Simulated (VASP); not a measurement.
# Zr3S2 (R32) in VASP: a series of runs

Zr3S2 is run at these levels: PBEsol; tasks: single point.

Everything below comes from runs of VASP 6.6.1. Logs are shortened: lines on timing, memory, paths and dates and some standing lists are left out, and cuts for length are marked.

**1. The cell of the first run**

The structure is trigonal, space group R32 (No. 155). Conventional cell: a = 5.747 Å, b = 5.747 Å, c = 10.463 Å, α = 90.00°, β = 90.00°, γ = 120.00°. Within 3.4 Å of Zr (site symmetry 2) lie 4 S at 2.59 to 2.60 Å and 6 Zr at 3.29 to 3.37 Å. S (site symmetry 3) has 6 Zr at 2.59 to 2.60 Å and 3 S at 3.32 Å within 3.4 Å.

**2. Single point, PBEsol**

Contents of INCAR:

```
PREC = Accurate
ENCUT = 520
EDIFF = 1E-6
ISMEAR = -1
SIGMA = 0.05
LREAL = F
LASPH = T
NELM = 100
ALGO = Normal
ISIF = 2
LWAVE = F
LCHARG = F
GGA = PS
NBANDS = 32
```

Contents of KPOINTS:

```
regular mesh
0
Gamma
  5 5 5
```

Contents of POSCAR:

```
Zr3S2
1.0
    2.8735125930      1.6590232691      3.4877732718
   -2.8735125930      1.6590232691      3.4877732718
    0.0000000000     -3.3180465381      3.4877732718
Zr S
3 2
Direct
    0.8387270000      0.5000000000      0.1612730000
    0.5000000000      0.1612730000      0.8387270000
    0.1612730000      0.8387270000      0.5000000000
    0.6650230000      0.6650230000      0.6650230000
    0.3349770000      0.3349770000      0.3349770000
```

Potentials or basis: VASP PAW PBE potentials, release 64 (Zr_sv, S).

Started as:

```bash
$ cat potpaw_PBE.64/Zr_sv/POTCAR potpaw_PBE.64/S/POTCAR > POTCAR
$ mpirun -np 1 vasp_std > vasp.out
```

OUTCAR:

```text
PREC = Accurate
   ENCUT = 520
   EDIFF = 1E-6
   ISMEAR = -1
   LREAL = F
   LASPH = T
   NELM = 100
   ISIF = 2
   GGA = PS

 ion  position               nearest neighbor table
   1  0.839  0.500  0.161-   4 2.59   5 2.59   4 2.60   5 2.60   3 3.29   3 3.29   2 3.29   2 3.29
                             2 3.37   3 3.37   3 3.49   2 3.49
   2  0.500  0.161  0.839-   5 2.59   4 2.59   5 2.60   4 2.60   3 3.29   3 3.29   1 3.29   1 3.29
                             1 3.37   3 3.37   3 3.49   1 3.49
   3  0.161  0.839  0.500-   4 2.59   5 2.59   4 2.60   5 2.60   2 3.29   1 3.29   1 3.29   2 3.29
                             1 3.37   2 3.37   1 3.49   2 3.49
   4  0.665  0.665  0.665-   1 2.59   3 2.59   2 2.59   1 2.60   2 2.60   3 2.60
   5  0.335  0.335  0.335-   2 2.59   3 2.59   1 2.59   2 2.60   1 2.60   3 2.60

  LATTYP: Found a trigonal (rhomboedric) cell.
 ALAT       =     4.8139376009
 COS(alpha) =     0.2873844547

  Lattice vectors:

 A1 = (   2.8735125930,   1.6590232691,   3.4877732718)
 A2 = (  -2.8735125930,   1.6590232691,   3.4877732718)
 A3 = (   0.0000000000,  -3.3180465381,   3.4877732718)

Analysis of symmetry for initial positions (statically):
=====================================================================
 Subroutine PRICEL returns:
 Original cell was already a primitive cell.

 Routine SETGRP: Setting up the symmetry group for a
 trigonal (rhombohedral) supercell.

 Subroutine GETGRP returns: Found  6 space group operations
 (whereof  6 operations were pure point group operations)
 out of a pool of 12 trial point group operations.

The static configuration has the point symmetry D_3 .

Analysis of symmetry for dynamics (positions and initial velocities):
=====================================================================
 Subroutine PRICEL returns:
 Original cell was already a primitive cell.

 Routine SETGRP: Setting up the symmetry group for a
 trigonal (rhombohedral) supercell.

 Subroutine GETGRP returns: Found  6 space group operations
 (whereof  6 operations were pure point group operations)
 out of a pool of 12 trial point group operations.

The dynamic configuration has the point symmetry D_3 .

 Subroutine INISYM returns: Found  6 space group operations
 (whereof  6 operations are pure point group operations),
 and found     1 'primitive' translations

----------------------------------------------------------------------------------------

                                     Primitive cell

  volume of cell :      99.7620

  direct lattice vectors                    reciprocal lattice vectors
     2.873512593  1.659023269  3.487773272     0.174003066  0.100460717  0.095571962
    -2.873512593  1.659023269  3.487773272    -0.174003066  0.100460717  0.095571962
     0.000000000 -3.318046538  3.487773272     0.000000000 -0.200921433  0.095571962

  length of vectors
     4.813937601  4.813937601  4.813937601     0.222493645  0.222493645  0.222493645

  position of ions in fractional coordinates (direct lattice)
     0.838727000  0.500000000  0.161273000
     0.500000000  0.161273000  0.838727000
     0.161273000  0.838727000  0.500000000
     0.665023000  0.665023000  0.665023000
     0.334977000  0.334977000  0.334977000

  ion indices of the primitive-cell ions
   primitive index   ion index
                 1           1
                 2           2
                 3           3
                 4           4
                 5           5

----------------------------------------------------------------------------------------

 KPOINTS: regular mesh

Automatic generation of k-mesh.
 Grid dimensions read from file:
 generate k-points for:    5    5    5

 Generating k-lattice:

  Cartesian coordinates                     Fractional coordinates (reciprocal lattice)
     0.034800613  0.020092143  0.019114392     0.200000000  0.000000000  0.000000000
    -0.034800613  0.020092143  0.019114392     0.000000000  0.200000000  0.000000000
     0.000000000 -0.040184287  0.019114392     0.000000000  0.000000000  0.200000000

  Length of vectors
     0.044498729  0.044498729  0.044498729

  Shift w.r.t. Gamma in fractional coordinates (k-lattice)
     0.000000000  0.000000000  0.000000000

 Subroutine IBZKPT returns following result:
 ===========================================

 Found     19 irreducible k-points:

 Following reciprocal coordinates:
            Coordinates               Weight
  0.000000  0.000000  0.000000      1.000000
  0.200000  0.000000  0.000000      6.000000
  0.400000 -0.000000 -0.000000      6.000000
  0.200000  0.200000  0.000000      6.000000
  0.400000  0.200000  0.000000     12.000000
 -0.400000  0.200000  0.000000     12.000000
[... 11 lines left out ...]
  0.400000  0.400000  0.400000      2.000000
 -0.400000  0.400000  0.400000      6.000000
   k-points           NKPTS =     19   k-points in BZ     NKDIM =     19   number of bands    NBANDS=     32
   number of dos      NEDOS =    301   number of ions     NIONS =      5
   total plane-waves  NPLWV =  46656
   dimension x,y,z NGX =    36 NGY =   36 NGZ =   36
   dimension x,y,z NGXF=    72 NGYF=   72 NGZF=   72
   ions per type =               3   2
   NGX,Y,Z   is equivalent  to a cutoff of  12.43, 12.43, 12.43 a.u.
   NGXF,Y,Z  is equivalent  to a cutoff of  24.86, 24.86, 24.86 a.u.
 SYSTEM =  unknown system
   PREC   = accura    normal or accurate (medium, high low for compatibility)
   ISTART =      0    job   : 0-new  1-cont  2-samecut
   ICHARG =      2    charge: 1-file 2-atom 10-const
   ISPIN  =      1    spin polarized calculation?
   LNONCOLLINEAR =      F non collinear calculations
   LSORBIT =      F    spin-orbit coupling
   LASPH  =      T    aspherical Exc in radial PAW
   ENCUT  =  520.0 eV  38.22 Ry    6.18 a.u.   8.95  8.95  8.95*2*pi/ulx,y,z
   NELM   =    100;   NELMIN=  2; NELMDL= -5     # of ELM steps
   EDIFF  = 0.1E-05   stopping-criterion for ELM
   LREAL  =      F    real-space projection
   EDIFFG = 0.1E-04   stopping-criterion for IOM
   NSW    =      0    number of steps for IOM
   IBRION =     -1    ionic relax: 0-MD 1-quasi-New 2-CG
   NFREE  =      0    steps in history (QN), initial steepest desc. (CG)
   ISIF   =      2    stress and relaxation
   ISYM   =      2    0-nonsym 1-usesym 2-fastsym
   POTIM  = 0.5000    time-step for ionic-motion
   TEBEG  =    0.0;   TEEND  =   0.0 temperature during run
   PSTRESS=    0.0 pullay stress
   NELECT =      48.0000    total number of electrons
   NUPDOWN=      -1.0000    fix difference up-down
   EMIN   =  10.00;   EMAX   =-10.00  energy-range for DOS
   EFERMI =   0.00;   METHOD = LEGACY
   ISMEAR =    -1;   SIGMA  =   0.05  broadening in eV -4-tet -1-fermi 0-gaus
   EFERMI_NEDOS =   21; number of points for ismear=-14 and -15
   IALGO  =     38    algorithm
   IMIX   =      4    mixing-type and parameters
     AMIX     =   0.40;   BMIX     =  1.00
     AMIX_MAG =   1.60;   BMIX_MAG =  1.00
  volume/ion in A,a.u.               =      19.95       134.65
  Fermi-wavevector in a.u.,A,eV,Ry     =   1.282823  2.424185 22.390237  1.645636
  Thomas-Fermi vector in A             =   2.415112
   LORBIT       =      0    0 simple, 1 ext, 2 COOP (PROOUT), +10 PAW based schemes
   GGA     = PS    functional components
   LHFCALC =     F    Hartree Fock is set to
   AEXX    =    0.0000 exact exchange contribution
   IVDW    =     0    specifies the selected vdW correction
   LEPSILON=     F    determine dielectric tensor
   LRPA    =     F    only Hartree local field effects (RPA)
 non-spin polarized calculation
  energy-cutoff  :      520.00
  volume of cell :       99.76
 maximum number of plane-waves:      2708
   NGX = 17   NGY = 17   NGZ = 17

 number of electron      48.0000000 magnetization

 Free energy of the ion-electron system (eV)
  ---------------------------------------------------
  ext. energy  EPLUGINS =         0.00000000
  ---------------------------------------------------
  free energy    TOTEN  =       -41.92570707 eV

  energy without entropy =      -41.90835819  energy(sigma->0) =      -41.91703263

 E-fermi :   8.9720     XC(G=0): -11.1358

 val. band max:        8.9393089201   @ k =   0.4000   0.4000   0.4000
 cond. band min:       9.0498417357   @ k =   0.2000   0.2000   0.2000
 fundamental gap:      0.1105328156
 Fermi energy:         8.9720307105

 k-point     1 :       0.0000    0.0000    0.0000
  band No.  band energies     occupation
      1     -39.9725      2.00000
      2     -39.8841      2.00000
      3     -39.8841      2.00000
      4     -18.1868      2.00000
      5     -18.1762      2.00000
      6     -18.1762      2.00000
[... 24 lines left out ...]
     31      12.3482      0.00000
     32      12.5697      0.00000

 k-point     2 :       0.2000    0.0000    0.0000
  band No.  band energies     occupation
      1     -39.9634      2.00000
      2     -39.8929      2.00000
      3     -39.8844      2.00000
      4     -18.2500      2.00000
      5     -18.2431      2.00000
      6     -18.1974      2.00000
[... 24 lines left out ...]
     31      12.4006      0.00000
     32      12.7355      0.00000

 k-point     3 :       0.4000   -0.0000   -0.0000
  band No.  band energies     occupation
      1     -39.9403      2.00000
      2     -39.9130      2.00000
      3     -39.8872      2.00000
      4     -18.2956      2.00000
      5     -18.2599      2.00000
      6     -18.1822      2.00000
[... 24 lines left out ...]
     31      12.4809      0.00000
     32      12.6327      0.00000

 k-point     4 :       0.2000    0.2000    0.0000
  band No.  band energies     occupation
      1     -39.9609      2.00000
      2     -39.8946      2.00000
      3     -39.8849      2.00000
      4     -18.2989      2.00000
      5     -18.2287      2.00000
      6     -18.2051      2.00000
[... 24 lines left out ...]
     31      12.5617      0.00000
     32      12.6533      0.00000

 k-point     5 :       0.4000    0.2000    0.0000
  band No.  band energies     occupation
      1     -39.9430      2.00000
      2     -39.9062      2.00000
      3     -39.8909      2.00000
      4     -18.3146      2.00000
      5     -18.2450      2.00000
      6     -18.2330      2.00000
[... 409 lines left out ...]
     31      12.1250      0.00000
     32      12.4595      0.00000

 k-point    17 :      -0.4000   -0.4000    0.2000
  band No.  band energies     occupation
      1     -39.9246      2.00000
      2     -39.9128      2.00000
      3     -39.9021      2.00000
      4     -18.4006      2.00000
      5     -18.3142      2.00000
      6     -18.1586      2.00000
[... 24 lines left out ...]
     31      12.1702      0.00000
     32      12.5003      0.00000

 k-point    18 :       0.4000    0.4000    0.4000
  band No.  band energies     occupation
      1     -39.9542      2.00000
      2     -39.8969      2.00000
      3     -39.8877      2.00000
      4     -18.4222      2.00000
      5     -18.2142      2.00000
      6     -18.1678      2.00000
[... 24 lines left out ...]
     31      11.5593      0.00000
     32      11.9204      0.00000

 k-point    19 :      -0.4000    0.4000    0.4000
  band No.  band energies     occupation
      1     -39.9444      2.00000
      2     -39.8999      2.00000
      3     -39.8946      2.00000
      4     -18.4306      2.00000
      5     -18.2852      2.00000
      6     -18.2080      2.00000
[... 24 lines left out ...]
     31      11.8681      0.00000
     32      12.2216      0.00000

------------------------ aborting loop because EDIFF is reached ----------------------------------------

  FORCE on cell =-STRESS in cart. coord.  units (eV):
  Direction    XX          YY          ZZ          XY          YZ          ZX
  --------------------------------------------------------------------------------------
  -------------------------------------------------------------------------------------
  Total       -1.4155904     -1.4155904     -2.2039938      0.0000000     -0.0000000      0.0000000
  in kB      -22.7343802    -22.7343802    -35.3961377      0.0000000     -0.0000000      0.0000000
  external PRESSURE =     -26.9549660 kB  Pullay stress =       0.0000000 kB

 VOLUME and BASIS-vectors are now :
 -----------------------------------------------------------------------------
  energy-cutoff  :      520.00
  volume of cell :       99.76
      direct lattice vectors                 reciprocal lattice vectors
     2.873512593  1.659023269  3.487773272     0.174003066  0.100460717  0.095571962
    -2.873512593  1.659023269  3.487773272    -0.174003066  0.100460717  0.095571962
     0.000000000 -3.318046538  3.487773272     0.000000000 -0.200921433  0.095571962

 POSITION                                       TOTAL-FORCE (eV/Angst)
 -----------------------------------------------------------------------------------
      0.97334      1.68587      5.23166        -0.040580     -0.070286      0.000000
      0.97334     -1.68587      5.23166        -0.040580      0.070286      0.000000
     -1.94667      0.00000      5.23166         0.081160     -0.000000     -0.000000
      0.00000      0.00000      6.95835         0.000000     -0.000000     -0.012556
      0.00000      0.00000      3.50497         0.000000      0.000000      0.012556
 -----------------------------------------------------------------------------------
    total drift:                               -0.000000      0.000000      0.000000

  FREE ENERGIE OF THE ION-ELECTRON SYSTEM (eV)
  ---------------------------------------------------
  free  energy   TOTEN  =       -41.9257070651 eV

  energy  without entropy=      -41.9083581918  energy(sigma->0) =      -41.91703263
```

Wall time 56 s (1 thread of Intel Xeon Platinum 8488C (Sapphire Rapids), shared host); peak memory 0.22 GiB.

Results:

```yaml
Free_energy: -41.9257 eV
Pressure: -2.7 GPa
Largest_force: 0.081 eV/Å
Band_gap_on_the_k_mesh: zero (band 24 reaches 9.08 eV, above the bottom of band 25 at 8.87 eV)
```

Forces on the atoms (eV/Å):
```
Zr  -0.041 -0.070  0.000
Zr  -0.041  0.070  0.000
Zr   0.081  0.000  0.000
S    0.000  0.000 -0.013
S    0.000  0.000  0.013
```

Levels at points of the mesh, in eV from the Fermi level:
| k point | band 22 | band 23 | band 24 | band 25 | band 26 | band 27 |
| --- | --- | --- | --- | --- | --- | --- |
| (0.00, 0.00, 0.00) | -1.87 | 0.11 | 0.11 | 0.70 | 0.70 | 2.01 |

Caveat: the PAW data sets were made with another functional, which shifts forces and pressure a little.

(Part 1 of 3 ends here.)
